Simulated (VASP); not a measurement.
Wanted: the native input for a VASP 6.6.1 run.

- Task: single point
- Functional: PBE
- Potentials or basis: VASP PAW PBE potentials, release 64 (Ge_d, N, C)
- Cutoff: 520 eV
- k mesh: 14 × 14 × 14
- Occupations: gaussian, width 0.1 eV
- Spin: no spin polarisation
- Dipole correction: no
- Further INCAR settings: ALGO = Normal; EDIFF = 1e-06; NBANDS = 22

The structure of GeCN2 lies in POSCAR:

```
GeCN2
1.0
    1.7937903697      1.0356453528      4.9219572124
   -1.7937903697      1.0356453528      4.9219572124
    0.0000000000     -2.0712907056      4.9219572124
Ge N C
1 2 1
Direct
    0.0000000000      0.0000000000      0.0000000000
    0.5839044000      0.5839044000      0.5839044000
    0.4160956000      0.4160956000      0.4160956000
    0.5000000000      0.5000000000      0.5000000000
```

One way to write it, as run:

INCAR

```
SYSTEM = GeCN2
ALGO = Normal ; EDIFF = 1E-6
ENCUT = 520 ; GGA = PE
ISIF = 2 ; ISMEAR = 0
LASPH = .True. ; LCHARG = .False.
LREAL = .False. ; LWAVE = .False.
NBANDS = 22 ; NELM = 80
PREC = Accurate ; SIGMA = 0.1
```

KPOINTS

```
k-points
0
Gamma
  14 14 14
  0 0 0
```

Potentials or basis: VASP PAW PBE potentials, release 64 (Ge_d, N, C).

Run with:

```bash
$ cat potpaw_PBE.64/Ge_d/POTCAR potpaw_PBE.64/N/POTCAR potpaw_PBE.64/C/POTCAR > POTCAR
$ mpirun -np 1 vasp_std > vasp.out
```

Results of the run:

```json
{
 "Pressure": "0.1 GPa",
 "Largest force": "0.074 eV/Å",
 "Band gap on the k mesh": "1.04 eV (least direct gap 1.94 eV)"
}
```

It took 9.5 min on 1 thread of AMD EPYC 9R14 (Zen 4), on a shared host, peak memory 0.46 GiB.
